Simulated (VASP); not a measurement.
Here is a VASP 6.6.1 calculation.

POSCAR

```
SiO2
1.0
    5.0288930000      0.0000000000      0.0000000000
    0.5459076097      4.9991749006      0.0000000000
   -2.7874003999     -2.4995875355      3.3574135832
Si O
2 4
Direct
    0.0000000000      0.0000000000      0.0000000000
    0.7500000000      0.2500000000      0.5000000000
    0.9983800000      0.6250000000      0.8733800000
    0.3750000000      0.2483800000      0.3733800000
    0.7516200000      0.1250000000      0.1266200000
    0.8750000000      0.0016200000      0.6266200000
```

The input INCAR.step1:

```
SYSTEM = SiO2
PREC = Accurate ; ENCUT = 520
ISMEAR = 0 ; SIGMA = 0.01
LREAL = .False. ; LASPH = .True.
NELM = 60 ; NBANDS = 25
GGA = PE ; ALGO = Normal
EDIFF = 1E-4 ; LWAVE = .True.
LCHARG = .False.
```

Contents of INCAR.step2:

```
SYSTEM = SiO2
PREC = Accurate ; ENCUT = 520
EDIFF = 1E-7 ; ISMEAR = 0
SIGMA = 0.01 ; LREAL = .False.
LASPH = .True. ; NELM = 60
ALGO = Normal ; ISIF = 2
LWAVE = .False. ; LCHARG = .False.
METAGGA = R2SCAN ; LMIXTAU = .True.
NBANDS = 25 ; ISTART = 1
```

File KPOINTS:

```
Automatic mesh
0
Gamma
  6 6 6
  0 0 0
```

Potentials or basis: VASP PAW PBE potentials, release 64 (Si, O).

The run is started by

```sh
$ cat potpaw_PBE.64/Si/POTCAR potpaw_PBE.64/O/POTCAR > POTCAR
$ cp INCAR.step1 INCAR
$ mpirun -np 1 vasp_std > vasp.out
$ cp INCAR.step2 INCAR
$ mpirun -np 1 vasp_std > vasp.out
```

**Question.** Estimate the largest force.

**Answer.** 0.187 eV/Å.

**Question.** Predict the pressure.

**Answer.** -1.1 GPa.

Stress tensor (GPa, compression positive):
```
-1.53 -0.97  0.00
-0.97 -1.31  0.00
 0.00  0.00 -0.44
```

Caveat: the PAW data sets were made with another functional, which shifts forces and pressure a little.
